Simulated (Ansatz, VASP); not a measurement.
# One calculation of Sn5GeSe6, two programs

File INCAR:

```
  ALGO = Normal
  EDIFF = 1E-6
  ENCUT = 520
  GGA = PE
  ISIF = 2
  ISMEAR = 0
  LASPH = True
  LCHARG = True
  LELF = True
  LREAL = False
  LVHAR = True
  LWAVE = False
  NBANDS = 72
  NELM = 80
  PREC = Accurate
  SIGMA = 0.1
```

KPOINTS

```
k-points
0
Gamma
  6 6 1
```

The input POSCAR:

```
Sn5GeSe6
1.0
    4.2651319400      0.0000000000      0.0000000000
   -2.1325659700      3.6937126100      0.0000000000
    0.0000000000      0.0000000000     20.8947938800
Sn Ge Se
5 1 6
Direct
    0.3333333300      0.6666666700      0.8333333300
    0.6666666700      0.3333333300      0.6666666700
    0.3333333300      0.6666666700      0.3333333300
    0.6666666700      0.3333333300      0.1666666700
    0.0000000000      0.0000000000      0.0000000000
    0.0000000000      0.0000000000      0.5000000000
    0.0000000000      0.0000000000      0.7500000000
    0.3333333300      0.6666666700      0.5833333300
    0.6666666700      0.3333333300      0.4166666700
    0.0000000000      0.0000000000      0.2500000000
    0.3333333300      0.6666666700      0.0833333300
    0.6666666700      0.3333333300      0.9166666700
```

Input for Ansatz:

```yaml
crystal:
  lattice:
    - [4.26513194, 0.0, 0.0]
    - [-2.13256597, 3.69371261, 0.0]
    - [0.0, 0.0, 20.89479388]
  atoms:
    - { symbol: Sn, position: [0.33333333, 0.66666667, 0.83333333] }
    - { symbol: Sn, position: [0.66666667, 0.33333333, 0.66666667] }
    - { symbol: Sn, position: [0.33333333, 0.66666667, 0.33333333] }
    - { symbol: Sn, position: [0.66666667, 0.33333333, 0.16666667] }
    - { symbol: Sn, position: [0.0, 0.0, 0.0] }
    - { symbol: Ge, position: [0.0, 0.0, 0.5] }
    - { symbol: Se, position: [0.0, 0.0, 0.75] }
    - { symbol: Se, position: [0.33333333, 0.66666667, 0.58333333] }
    - { symbol: Se, position: [0.66666667, 0.33333333, 0.41666667] }
    - { symbol: Se, position: [0.0, 0.0, 0.25] }
    - { symbol: Se, position: [0.33333333, 0.66666667, 0.08333333] }
    - { symbol: Se, position: [0.66666667, 0.33333333, 0.91666667] }
basis:
  ecutwfc: 420
kpoints:
  mp_grid: { grid: [6, 6, 1] }
hamiltonian:
  xc: pbe
scf:
  occupations: { method: gaussian, width: 0.1 }
  lower_state_search: "off"
output:
  forces: true
  stress: true
  eigenvalues: true
```

Alike in both runs: task single point; functional PBE; k mesh 6 × 6 × 1; occupations gaussian, width 0.1 eV; no spin polarisation.

|  | VASP | Ansatz |
| --- | --- | --- |
| version | VASP 6.6.1 | Ansatz 0.2.0 |
| potentials or method | VASP PAW PBE potentials, release 64 (Sn_d, Ge_d, Se), cutoff 520 eV | scalar-relativistic, plane waves, PAW |
| valence electrons in the cell | 120 | 180 |

```tsv
	VASP	Ansatz	Ansatz less VASP
gap on the k mesh at the Fermi level (eV)	0.38	0.38	-0.001
least direct gap on the mesh (eV)	0.38	0.38	-0.001
pressure (GPa)	-0.9	-0.9	0.00
rms of the force components (eV/Å)	0.130	0.130	0.0000
```

Atom by atom the forces differ by 0.000 eV/Å (rms over components). The functional is the same, so the differences come from potentials, cutoffs and numerics. VASP's potentials hold 120 valence electrons a cell and Ansatz's 180, so a difference there can come from the potentials and not from the codes.
